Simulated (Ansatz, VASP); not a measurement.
**One calculation of MgCdSe2, two programs**

```
Mg Cd Se
1.0
     3.97468    0.00000    0.00000
    -1.98734    3.44217    0.00000
     0.00000    0.00000    6.57013
Mg Cd Se
1 1 2
Direct
  0.00000 0.00000 0.50000
  0.00000 0.00000 0.00000
  0.66667 0.33333 0.73888
  0.33333 0.66667 0.26112
```

Alike in both runs: task single point; functional PBE; k mesh 12 × 12 × 4; occupations gaussian, width 0.02 eV; no spin polarisation.

```csv
,VASP,Ansatz
version,VASP 6.6.1,Ansatz 0.2.0
potentials or method,"VASP PAW PBE potentials, release 64 (Mg, Cd, Se), cutoff 520 eV","scalar-relativistic, plane waves, PAW"
valence electrons in the cell,26,62
```

VASP gave:

| Item | Value |
| --- | --- |
| gap on the k mesh at the Fermi level (eV) | 0.93 |
| least direct gap on the mesh (eV) | 1.23 |
| pressure (GPa) | 0.1 |
| rms of the force components (eV/Å) | 0.016 |

Problem. Which values does Ansatz return?

Solution. gap on the k mesh at the Fermi level (eV): 0.94; least direct gap on the mesh (eV): 1.24; pressure (GPa): 0.0; rms of the force components (eV/Å): 0.001.

Atom by atom the forces differ by 0.015 eV/Å (rms over components). The functional is the same, so the differences come from potentials, cutoffs and numerics. VASP's potentials hold 26 valence electrons a cell and Ansatz's 62, so a difference there can come from the potentials and not from the codes.
